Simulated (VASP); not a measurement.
Na2S: single point with HSE06

The system is Na2S.

```
Na S
1.0
     0.00000    3.25543    3.25543
     3.25543    0.00000    3.25543
     3.25543    3.25543    0.00000
Na S
2 1
Cartesian
  1.6277 1.6277 1.6277
  4.8831 4.8831 4.8831
  0.0000 0.0000 0.0000
```

| Quantity | Value |
| --- | --- |
| Program | VASP 6.6.1 |
| Task | single point |
| Functional | HSE06 |
| Potentials or basis | VASP PAW PBE potentials, release 64 (Na_pv, S) |
| Cutoff | 400 eV |
| k mesh | 4 × 4 × 4 |
| Occupations | gaussian, width 0.01 eV |
| Spin | no spin polarisation |
| Dipole correction | no |
| Grid for exact exchange (PRECFOCK) | Normal |
| Further INCAR settings | ALGO = Normal; EDIFF = 1e-06; NBANDS = 17 |
| Share of exact exchange | 0.25 |
| Screening parameter | 0.2079 1/Å |

```
Pressure               : 0.0 GPa
Band gap on the k mesh : 3.52 eV
```

Levels at points of the mesh, in eV from the valence-band top:
```tsv
k point	band 7	band 8	band 9	band 10	band 11	band 12	band 13	band 14
(0.00, 0.00, 0.00)	-11.21	0.00	0.00	0.00	3.52	8.96	8.96	8.96
(0.50, 0.00, 0.00)	-10.93	-1.78	-0.15	-0.15	5.95	7.60	8.29	8.29
(0.50, 0.50, 0.00)	-10.84	-1.59	-0.51	-0.51	4.78	7.18	9.92	11.15
```

It took 110 s on 1 thread of Intel(R) Xeon(R) 6975P-C (Granite Rapids), on a shared host, peak memory 0.26 GiB.

Caveat: the PAW data sets were made with another functional, which shifts forces and pressure a little.
